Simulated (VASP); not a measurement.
# Ge (Cmmm) in VASP: a series of runs, part 3 of 3

VASP 6.6.1. The steps go on from the part before.

### 5 Single point, LDA

This run uses another cell than the first one, of 19.61 Å³/atom, 1.064 times its volume.

The input, INCAR:

```
SYSTEM = Ge
ALGO = Normal ; EDIFF = 1E-7
ENCUT = 520 ; GGA = CA
ISIF = 2 ; ISMEAR = -1
LASPH = .TRUE. ; LCHARG = .FALSE.
LREAL = .FALSE. ; LWAVE = .FALSE.
NBANDS = 13 ; NELM = 80
PREC = Accurate ; SIGMA = 0.05
```

The input, KPOINTS:

```
k-points
0
G
  11 11 10
  0 0 0
```

The input, POSCAR:

```
Ge
1.0
    1.3971490000     -2.6005160000      0.0000000000
    1.3971490000      2.6005160000      0.0000000000
    0.0000000000      0.0000000000      2.6982310000
Ge
1
Direct
    0.5000000000      0.5000000000      0.0000000000
```

Potentials or basis: VASP PAW LDA potentials, release 64 (Ge_d).

The run is started by

```
$ cat potpaw_LDA.64/Ge_d/POTCAR > POTCAR
$ mpirun -np 1 vasp_std > vasp.out
```

OUTCAR:

```text
SYSTEM = Ge
   EDIFF = 1E-7
   ENCUT = 520
   GGA = CA
   ISIF = 2
   ISMEAR = -1
   LASPH = .TRUE.
   LREAL = .FALSE.
   NELM = 80
   PREC = Accurate

 ion  position               nearest neighbor table
   1  0.500  0.500  0.000-

  LATTYP: Found a base centered orthorhombic cell.
 ALAT       =     2.7942980000
 B/A-ratio  =     1.8613018368
 C/A-ratio  =     0.9656203454

  Lattice vectors:

 A1 = (   1.3971490000,  -2.6005160000,   0.0000000000)
 A2 = (   1.3971490000,   2.6005160000,   0.0000000000)
 A3 = (   0.0000000000,   0.0000000000,   2.6982310000)

Analysis of symmetry for initial positions (statically):
=====================================================================
 Subroutine PRICEL returns:
 Original cell was already a primitive cell.

 Routine SETGRP: Setting up the symmetry group for a
 base centered orthorhombic supercell.

 Subroutine GETGRP returns: Found  8 space group operations
 (whereof  8 operations were pure point group operations)
 out of a pool of  8 trial point group operations.

The static configuration has the point symmetry D_2h.

Analysis of symmetry for dynamics (positions and initial velocities):
=====================================================================
 Subroutine PRICEL returns:
 Original cell was already a primitive cell.

 Routine SETGRP: Setting up the symmetry group for a
 base centered orthorhombic supercell.

 Subroutine GETGRP returns: Found  8 space group operations
 (whereof  8 operations were pure point group operations)
 out of a pool of  8 trial point group operations.

The dynamic configuration has the point symmetry D_2h.

 Subroutine INISYM returns: Found  8 space group operations
 (whereof  8 operations are pure point group operations),
 and found     1 'primitive' translations

----------------------------------------------------------------------------------------

                                     Primitive cell

  volume of cell :      19.6070

  direct lattice vectors                    reciprocal lattice vectors
     1.397149000 -2.600516000  0.000000000     0.357871637 -0.192269534  0.000000000
     1.397149000  2.600516000  0.000000000     0.357871637  0.192269534  0.000000000
     0.000000000  0.000000000  2.698231000     0.000000000  0.000000000  0.370613191

  length of vectors
     2.952068562  2.952068562  2.698231000     0.406250763  0.406250763  0.370613191

  position of ions in fractional coordinates (direct lattice)
     0.500000000  0.500000000  0.000000000

  ion indices of the primitive-cell ions
   primitive index   ion index
                 1           1

----------------------------------------------------------------------------------------

 KPOINTS: k-points

Automatic generation of k-mesh.
 Grid dimensions read from file:
 generate k-points for:   11   11   10

 Generating k-lattice:

  Cartesian coordinates                     Fractional coordinates (reciprocal lattice)
     0.032533785 -0.017479049  0.000000000     0.090909091  0.000000000  0.000000000
     0.032533785  0.017479049  0.000000000     0.000000000  0.090909091  0.000000000
     0.000000000  0.000000000  0.037061319     0.000000000  0.000000000  0.100000000

  Length of vectors
     0.036931888  0.036931888  0.037061319

  Shift w.r.t. Gamma in fractional coordinates (k-lattice)
     0.000000000  0.000000000  0.000000000

 Subroutine IBZKPT returns following result:
 ===========================================

 Found    216 irreducible k-points:

 Following reciprocal coordinates:
            Coordinates               Weight
  0.000000  0.000000  0.000000      1.000000
  0.090909  0.000000  0.000000      4.000000
  0.181818 -0.000000  0.000000      4.000000
  0.272727 -0.000000  0.000000      4.000000
  0.363636 -0.000000  0.000000      4.000000
  0.454545 -0.000000  0.000000      4.000000
[... 16 lines left out ...]
 -0.272727  0.181818  0.000000      4.000000
 -0.181818  0.181818  0.000000      2.000000
 [... further k-points ...]
   k-points           NKPTS =    216   k-points in BZ     NKDIM =    216   number of bands    NBANDS=     13
   number of dos      NEDOS =    301   number of ions     NIONS =      1
   total plane-waves  NPLWV =  11520
   dimension x,y,z NGX =    24 NGY =   24 NGZ =   20
   dimension x,y,z NGXF=    48 NGYF=   48 NGZF=   40
   ions per type =               1
   NGX,Y,Z   is equivalent  to a cutoff of  13.52, 13.52, 12.32 a.u.
   NGXF,Y,Z  is equivalent  to a cutoff of  27.03, 27.03, 24.65 a.u.
 SYSTEM =  Ge
   PREC   = accura    normal or accurate (medium, high low for compatibility)
   ISTART =      0    job   : 0-new  1-cont  2-samecut
   ICHARG =      2    charge: 1-file 2-atom 10-const
   ISPIN  =      1    spin polarized calculation?
   LNONCOLLINEAR =      F non collinear calculations
   LSORBIT =      F    spin-orbit coupling
   LASPH  =      T    aspherical Exc in radial PAW
   ENCUT  =  520.0 eV  38.22 Ry    6.18 a.u.   5.49  5.49  5.02*2*pi/ulx,y,z
   NELM   =     80;   NELMIN=  2; NELMDL= -5     # of ELM steps
   EDIFF  = 0.1E-06   stopping-criterion for ELM
   LREAL  =      F    real-space projection
   EDIFFG = 0.1E-05   stopping-criterion for IOM
   NSW    =      0    number of steps for IOM
   IBRION =     -1    ionic relax: 0-MD 1-quasi-New 2-CG
   NFREE  =      0    steps in history (QN), initial steepest desc. (CG)
   ISIF   =      2    stress and relaxation
   ISYM   =      2    0-nonsym 1-usesym 2-fastsym
   POTIM  = 0.5000    time-step for ionic-motion
   TEBEG  =    0.0;   TEEND  =   0.0 temperature during run
   PSTRESS=    0.0 pullay stress
   NELECT =      14.0000    total number of electrons
   NUPDOWN=      -1.0000    fix difference up-down
   EMIN   =  10.00;   EMAX   =-10.00  energy-range for DOS
   EFERMI =   0.00;   METHOD = LEGACY
   ISMEAR =    -1;   SIGMA  =   0.05  broadening in eV -4-tet -1-fermi 0-gaus
   EFERMI_NEDOS =   21; number of points for ismear=-14 and -15
   IALGO  =     38    algorithm
   IMIX   =      4    mixing-type and parameters
     AMIX     =   0.40;   BMIX     =  1.00
     AMIX_MAG =   1.60;   BMIX_MAG =  1.00
  volume/ion in A,a.u.               =      19.61       132.31
  Fermi-wavevector in a.u.,A,eV,Ry     =   1.463234  2.765111 29.130796  2.141053
  Thomas-Fermi vector in A             =   2.579353
   LORBIT       =      0    0 simple, 1 ext, 2 COOP (PROOUT), +10 PAW based schemes
   GGA     = CA    functional components
   LHFCALC =     F    Hartree Fock is set to
   AEXX    =    0.0000 exact exchange contribution
   IVDW    =     0    specifies the selected vdW correction
   LEPSILON=     F    determine dielectric tensor
   LRPA    =     F    only Hartree local field effects (RPA)
 non-spin polarized calculation
  energy-cutoff  :      520.00
  volume of cell :       19.61
 maximum number of plane-waves:       542
 NGX is ok and might be reduce to    24
   NGX = 11   NGY = 11   NGZ = 11

 number of electron      14.0000003 magnetization

 Free energy of the ion-electron system (eV)
  ---------------------------------------------------
  ext. energy  EPLUGINS =         0.00000000
  ---------------------------------------------------
  free energy    TOTEN  =        -4.96210451 eV

  energy without entropy =       -4.95806956  energy(sigma->0) =       -4.96008703

 E-fermi :   5.8988     XC(G=0): -11.3208

 val. band max:        5.8943638971   @ k =   0.4545   0.0909   0.4000
 cond. band min:       5.9183593390   @ k =   0.3636   0.1818   0.1000
 fundamental gap:      0.0239954419
 Fermi energy:         5.8987939133

 k-point     1 :       0.0000    0.0000    0.0000
  band No.  band energies     occupation
      1     -18.8787      2.00000
      2     -18.8241      2.00000
      3     -18.7734      2.00000
      4     -18.6678      2.00000
      5     -18.6480      2.00000
      6      -6.9256      2.00000
      7      12.5380      0.00000
      8      12.9717      0.00000
      9      14.4660      0.00000
     10      16.2025      0.00000
     11      18.4783      0.00000
     12      20.8194      0.00000
     13      20.9980      0.00000
[... 353 lines left out ...]
 k-point    24 :      -0.1818    0.1818    0.0000
  band No.  band energies     occupation
      1     -18.8701      2.00000
      2     -18.8199      2.00000
      3     -18.7485      2.00000
      4     -18.6796      2.00000
      5     -18.6502      2.00000
      6      -6.2211      2.00000
      7       8.1526      0.00000
      8      13.0680      0.00000
      9      13.1931      0.00000
     10      16.6374      0.00000
     11      18.0975      0.00000
     12      23.6807      0.00000
     13      23.7809      0.00000

 [... further k-points ...]
[... 5 lines left out ...]
  --------------------------------------------------------------------------------------
  -------------------------------------------------------------------------------------
  Total       -0.5279131     -0.8852086     -0.6424830      0.0000000      0.0000000      0.0000000
  in kB      -43.1381615    -72.3343875    -52.5001885      0.0000000      0.0000000      0.0000000
  external PRESSURE =     -55.9909125 kB  Pullay stress =       0.0000000 kB

 VOLUME and BASIS-vectors are now :
 -----------------------------------------------------------------------------
  energy-cutoff  :      520.00
  volume of cell :       19.61
      direct lattice vectors                 reciprocal lattice vectors
     1.397149000 -2.600516000  0.000000000     0.357871637 -0.192269534  0.000000000
     1.397149000  2.600516000  0.000000000     0.357871637  0.192269534  0.000000000
     0.000000000  0.000000000  2.698231000     0.000000000  0.000000000  0.370613191

 POSITION                                       TOTAL-FORCE (eV/Angst)
 -----------------------------------------------------------------------------------
      1.39715      0.00000      0.00000         0.000000      0.000000      0.000000
 -----------------------------------------------------------------------------------
    total drift:                               -0.000000     -0.000000     -0.000000

  FREE ENERGIE OF THE ION-ELECTRON SYSTEM (eV)
  ---------------------------------------------------
  free  energy   TOTEN  =        -4.9621045056 eV

  energy  without entropy=       -4.9580695567  energy(sigma->0) =       -4.96008703
```

OSZICAR:

```text
N       E                     dE             d eps       ncg     rms          rms(c)
DAV:   1     0.635421063810E+02    0.63542E+02   -0.72117E+03  6109   0.287E+03
DAV:   2     0.857883834878E+00   -0.62684E+02   -0.59880E+02  5906   0.413E+02
DAV:   3    -0.489502469166E+01   -0.57529E+01   -0.57262E+01  6521   0.734E+01
DAV:   4    -0.497948904527E+01   -0.84464E-01   -0.84452E-01  6351   0.968E+00
DAV:   5    -0.498035075571E+01   -0.86171E-03   -0.86171E-03  6614   0.108E+00    0.136E+00
DAV:   6    -0.496742886658E+01    0.12922E-01   -0.86575E-03  6956   0.194E+00    0.750E-01
DAV:   7    -0.496228239077E+01    0.51465E-02   -0.60124E-03  7433   0.132E+00    0.745E-02
DAV:   8    -0.496210789790E+01    0.17449E-03   -0.60383E-04  6876   0.544E-01    0.254E-02
DAV:   9    -0.496210464842E+01    0.32495E-05   -0.12854E-05  7197   0.545E-02    0.728E-03
DAV:  10    -0.496210454332E+01    0.10510E-06   -0.58744E-07  6476   0.895E-03    0.200E-03
DAV:  11    -0.496210450562E+01    0.37702E-07   -0.57253E-08  4328   0.410E-03
   1 F= -.49621045E+01 E0= -.49600870E+01  d E =-.403495E-02
```

stdout:

```text
POSCAR found type information on POSCAR Ge
 POSCAR found :  1 types and       1 ions
 scaLAPACK will be used
 LDA part: xc-table for (Slater(with rela. corr.)+CA(PZ))
 , standard interpolation
 POSCAR, INCAR and KPOINTS ok, starting setup
 FFT: planning ... GRIDC
 FFT: planning ... GRID_SOFT
 FFT: planning ... GRID
 WAVECAR not read
 entering main loop
```

Run time: 11 s. Hardware: 1 thread of Intel Xeon 6975P-C (Granite Rapids), shared host; peak memory 0.16 GiB.

What came out:

* Free energy: -4.9621 eV
* Pressure: -5.6 GPa
* Band gap on the k mesh: zero (band 7 reaches 12.54 eV, above the bottom of band 8 at 3.56 eV)

Levels at points of the mesh, in eV from the Fermi level:
| k point | band 3 | band 4 | band 5 | band 6 | band 7 | band 8 | band 9 | band 10 | band 11 | band 12 |
| --- | --- | --- | --- | --- | --- | --- | --- | --- | --- | --- |
| (0.00, 0.00, 0.00) | -24.67 | -24.57 | -24.55 | -12.82 | 6.64 | 7.07 | 8.57 | 10.30 | 12.58 | 14.92 |
| (0.00, 0.00, 0.50) | -24.63 | -24.61 | -24.58 | -9.09 | -5.60 | 9.84 | 11.33 | 16.12 | 16.18 | 17.36 |

### 6 Single point, LDA

This run uses another cell than the first one, of 20.39 Å³/atom, 1.106 times its volume.

The input, INCAR:

```
SYSTEM = Ge
ALGO = Normal
EDIFF = 1E-6
ENCUT = 520
GGA = CA
ISIF = 2
ISMEAR = -1
LASPH = .True.
LCHARG = .False.
LREAL = .False.
LWAVE = .False.
NBANDS = 13
NELM = 80
PREC = Accurate
SIGMA = 0.05
```

The input, KPOINTS:

```
k-points
0
Gamma
  11 11 10
  0 0 0
```

The input, POSCAR:

```
Ge
1.0
    1.4155346479     -2.6347372402      0.0000000000
    1.4155346479      2.6347372402      0.0000000000
    0.0000000000      0.0000000000      2.7337381113
Ge
1
Direct
    0.5000000000      0.5000000000      0.0000000000
```

Potentials or basis: VASP PAW LDA potentials, release 64 (Ge_d).

The run is started by

```
$ cat potpaw_LDA.64/Ge_d/POTCAR > POTCAR
$ mpirun -np 1 vasp_std > vasp.out
```

Run time: 9.7 s. Hardware: 1 thread of Intel Xeon 6975P-C (Granite Rapids), shared host; peak memory 0.16 GiB.

It converged, with:

- Free energy: -4.9302 eV
- Pressure: -7.6 GPa
- Band gap on the k mesh: zero (band 7 reaches 11.92 eV, above the bottom of band 8 at 3.29 eV)

Stress tensor (GPa, compression positive):
```
-6.59  0.00  0.00
 0.00 -9.02  0.00
 0.00  0.00 -7.34
```

Levels at points of the mesh, in eV from the Fermi level:
| k point | band 5 | band 6 | band 7 | band 8 | band 9 | band 10 |
| --- | --- | --- | --- | --- | --- | --- |
| (0.00, 0.00, 0.00) | -24.54 | -12.51 | 6.43 | 6.81 | 8.24 | 10.15 |
| (0.00, 0.00, 0.50) | -24.57 | -8.95 | -5.35 | 9.41 | 10.83 | 15.78 |

### 7 Summary

```csv
cell,gap on the mesh (eV),pressure (GPa)
"a = 2.892, b = 2.892, c = 2.643 Å, angles 90.0, 90.0, 123.5°, 1 atom",none,-1.8
"a = 2.912, b = 2.912, c = 2.662 Å, angles 90.0, 90.0, 123.5°, 1 atom",none,-3.3
"a = 2.932, b = 2.932, c = 2.680 Å, angles 90.0, 90.0, 123.5°, 1 atom",none,-4.6
"a = 2.952, b = 2.952, c = 2.698 Å, angles 90.0, 90.0, 123.5°, 1 atom",none,-5.6
"a = 2.991, b = 2.991, c = 2.734 Å, angles 90.0, 90.0, 123.5°, 1 atom",none,-7.6
```

Alike in all rows: task single point; level LDA; potentials or basis VASP PAW LDA potentials, release 64 (Ge_d); no spin polarisation; k mesh 11 × 11 × 10; cutoff (eV) 520; smearing fermi-dirac 0.05 eV.

Total energies depend on the potentials used, so only differences within one code and one set of settings carry meaning.
